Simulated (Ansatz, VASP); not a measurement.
**ZnAu in VASP and in Ansatz**

POSCAR

```
ZnAu
1.0
    3.0842213502      0.0000000000      0.0000000000
    0.0000000000      3.0842213502      0.0000000000
    0.0000000000      0.0000000000      3.0842213502
Zn Au
1 1
Direct
    0.5000000000      0.5000000000      0.5000000000
    0.0000000000      0.0000000000      0.0000000000
```

INCAR.step1

```
SYSTEM = ZnAu
PREC = Accurate ; ENCUT = 520
ISMEAR = 0 ; SIGMA = 0.1
LREAL = .False. ; LASPH = .True.
NELM = 100 ; NBANDS = 18
GGA = PE ; ALGO = Normal
EDIFF = 1E-4 ; LWAVE = .True.
LCHARG = .False.
```

INCAR.step2

```
SYSTEM = ZnAu
PREC = Accurate ; ENCUT = 520
EDIFF = 1E-7 ; ISMEAR = 0
SIGMA = 0.1 ; LREAL = .False.
LASPH = .True. ; NELM = 100
ALGO = Normal ; ISIF = 2
LWAVE = .False. ; LCHARG = .False.
METAGGA = R2SCAN ; LMIXTAU = .True.
NBANDS = 18 ; ISTART = 1
```

Contents of KPOINTS:

```
regular mesh
0
Gamma
  14 14 14
  0 0 0
```

Input for Ansatz:

```yaml
crystal:
  lattice:
    - [3.0842213502, 0.0, 0.0]
    - [0.0, 3.0842213502, 0.0]
    - [0.0, 0.0, 3.0842213502]
  atoms:
    - { symbol: Zn, position: [0.5, 0.5, 0.5] }
    - { symbol: Au, position: [0.0, 0.0, 0.0] }
basis:
  ecutwfc: 500
kpoints:
  mp_grid: { grid: [14, 14, 14] }
hamiltonian:
  xc: r2scan
scf:
  occupations: { method: gaussian, width: 0.1 }
output:
  forces: true
  stress: true
  eigenvalues: true
```

Alike in both runs: task single point; functional r2SCAN; k mesh 14 × 14 × 14; occupations gaussian, width 0.1 eV; no spin polarisation.

|  | VASP | Ansatz |
| --- | --- | --- |
| version | VASP 6.6.1 | Ansatz 0.2.0 |
| potentials or method | VASP PAW PBE potentials, release 64 (Zn, Au), cutoff 520 eV | scalar-relativistic, plane waves, PAW |
| valence electrons in the cell | 23 | 31 |

```csv
,VASP,Ansatz,Ansatz less VASP
gap on the k mesh at the Fermi level (eV),none,none,-
pressure (GPa),10.5,9.9,-0.58
```

VASP's potentials were made for PBE, not for r2SCAN. A gap of «none» marks a metal or a gap that the smearing closes. The functional is the same, so the differences come from potentials, cutoffs and numerics. VASP's potentials hold 23 valence electrons a cell and Ansatz's 31, so a difference there can come from the potentials and not from the codes.

Spin-orbit coupling is off throughout.
